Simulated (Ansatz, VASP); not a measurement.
# CdTe in VASP and in Ansatz

```
Cd Te
1.0
     0.00000    2.96558    2.96558
     2.96558    0.00000    2.96558
     2.96558    2.96558    0.00000
Cd Te
1 1
Direct
  0.00000 0.00000 0.00000
  0.50000 0.50000 0.50000
```

Change from the starting cell: volume scaled by 1, PAW files.

Alike in both runs: task single point; functional LDA; k mesh 13 × 13 × 13; occupations fermi-dirac, width 0.05 eV; no spin polarisation.

|  | VASP | Ansatz |
| --- | --- | --- |
| version | VASP 6.6.1 | Ansatz 0.2.0 |
| potentials or method | VASP PAW LDA potentials, release 64 (Cd, Te) | PAW with Ansatz's default frozen-core files, scalar-relativistic |
| plane-wave cutoff (eV) | 520 | 420 |
| valence electrons in the cell | 18 | 36 |

```tsv
	VASP	Ansatz	Ansatz less VASP
pressure (GPa)	0.4	0.0	-0.39
```

LDA's correlation is that of Perdew and Zunger in VASP and of Perdew and Wang (1992) in Ansatz. VASP's potentials hold 18 valence electrons a cell and Ansatz's 36, so a difference there can come from the potentials and not from the codes.

Spin-orbit coupling is off throughout.
